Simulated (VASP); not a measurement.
Crystal: NiMoIrPdW.

```
CELL_PARAMETERS angstrom
4.14670 0.00000 0.00000
-2.07335 3.59115 0.00000
0.00000 0.00000 5.41629
ATOMIC_POSITIONS crystal
Ni 0.00000 0.00000 0.02221
Mo 0.66667 0.33333 0.45996
Pd 0.33333 0.66667 0.74601
Ir 0.33333 0.66667 0.25641
W 0.66667 0.33333 0.99985
```

```yaml
Program: VASP 6.6.1
Task: relaxation of cell and atoms
Functional: PBE
Dispersion: D4
Potentials_or_basis: VASP PAW PBE potentials, release 64 (Ni, Mo_sv, Pd, Ir, W_sv)
Cutoff: 600 eV
k_mesh: 4 × 4 × 3
Occupations: fermi-dirac, width 0.05 eV
Spin: collinear spin, ferromagnetic start
Starting_moments: "[1.0, 1.0, 0.0, 0.6, 0.0] μB"
```

At the start: pressure -5.2 GPa; volume 16.13 Å³/atom.

Q: How do energy, volume and symmetry change on relaxing?

A: Over 30 steps the energy falls by 11.8 meV/atom and the volume is 15.61 Å³/atom (-3.3 %); space group P3m1 (No. 156, to 0.1 Å) before and after; moment 0.00 μB per cell.

Step by step:
```csv
step,energy change (eV),largest force (eV/Å),pressure (GPa),volume (Å³)
1,0.0000,0.3356,-5.24,80.66
2,0.1247,1.0984,14.22,74.65
3,-0.0367,0.5451,0.44,78.66
4,-0.0522,0.1008,0.19,78.40
5,-0.0526,0.0567,0.11,78.36
6,-0.0526,0.0590,0.13,78.35
7,-0.0528,0.0542,-0.25,78.48
8,-0.0528,0.0554,-0.25,78.47
9,-0.0529,0.0519,-0.22,78.46
10,-0.0532,0.0456,-0.09,78.42
11,-0.0533,0.0969,0.17,78.35
12,-0.0534,0.0759,0.10,78.37
13,-0.0535,0.0744,0.07,78.38
14,-0.0539,0.0764,0.01,78.38
15,-0.0545,0.0821,-0.13,78.39
16,-0.0553,0.0989,-0.41,78.41
17,-0.0553,0.1476,-0.93,78.45
18,-0.0556,0.1182,-0.67,78.43
19,-0.0557,0.1178,-0.64,78.41
20,-0.0562,0.1136,-0.52,78.35
21,-0.0570,0.1056,-0.26,78.23
22,-0.0578,0.0929,0.22,78.00
23,-0.0579,0.0938,0.23,77.96
24,-0.0581,0.0825,0.23,77.98
25,-0.0584,0.0656,-0.09,78.03
26,-0.0586,0.0561,-0.07,78.01
27,-0.0587,0.0317,0.06,77.96
28,-0.0588,0.0333,0.07,77.94
29,-0.0588,0.0254,0.04,77.97
30,-0.0588,0.0114,-0.18,78.03
```

Final structure:
```cif
data_structure
_symmetry_space_group_name_H-M 'P 1'
_symmetry_Int_Tables_number 1
_cell_length_a 4.1202
_cell_length_b 4.1202
_cell_length_c 5.3078
_cell_angle_alpha 90.000
_cell_angle_beta 90.000
_cell_angle_gamma 120.000
_cell_volume 78.03
loop_
_atom_site_label
_atom_site_type_symbol
_atom_site_fract_x
_atom_site_fract_y
_atom_site_fract_z
_atom_site_occupancy
Ni1 Ni 0.00000 0.00000 0.99417 1
Mo1 Mo 0.66667 0.33333 0.48358 1
Pd1 Pd 0.33333 0.66667 0.74738 1
Ir1 Ir 0.33333 0.66667 0.25653 1
W1 W 0.66667 0.33333 0.00278 1
```

Caveat: the k points lie up to 0.44 Å⁻¹ apart in the final cell; the moments typed at the start vanished in this run.
